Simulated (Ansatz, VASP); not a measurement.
# Two plane-wave programs on GaAs

```
As Ga
1.0
     0.00000    2.86405    2.86405
     2.86405    0.00000    2.86405
     2.86405    2.86405    0.00000
As Ga
1 1
Cartesian
  4.2961 4.2961 4.2961
  0.0000 0.0000 0.0000
```

Alike in both runs: task single point; functional PBE-based screened hybrid; k mesh 4 × 4 × 4; occupations fermi-dirac, width 0.05 eV; no spin polarisation.

```csv
,VASP,Ansatz
version,VASP 6.6.1,Ansatz 0.2.0
potentials or method,"VASP PAW PBE potentials, release 64 (As, Ga_d)",Ansatz PAW
plane-wave cutoff (eV),520,420
valence electrons in the cell,18,28
```

|  | VASP | Ansatz | Ansatz less VASP |
| --- | --- | --- | --- |
| gap on the k mesh at the Fermi level (eV) | 0.96 | 0.97 | +0.007 |
| least direct gap on the mesh (eV) | 0.96 | 0.97 | +0.007 |
| pressure (GPa) | -1.2 | -1.1 | +0.11 |

VASP's potentials were made for PBE, not for PBE-based screened hybrid. The functional is the same, so the differences come from potentials, cutoffs and numerics. VASP's potentials hold 18 valence electrons a cell and Ansatz's 28, so a difference there can come from the potentials and not from the codes.

The k mesh is coarse, so the values compare programs but aren't converged.
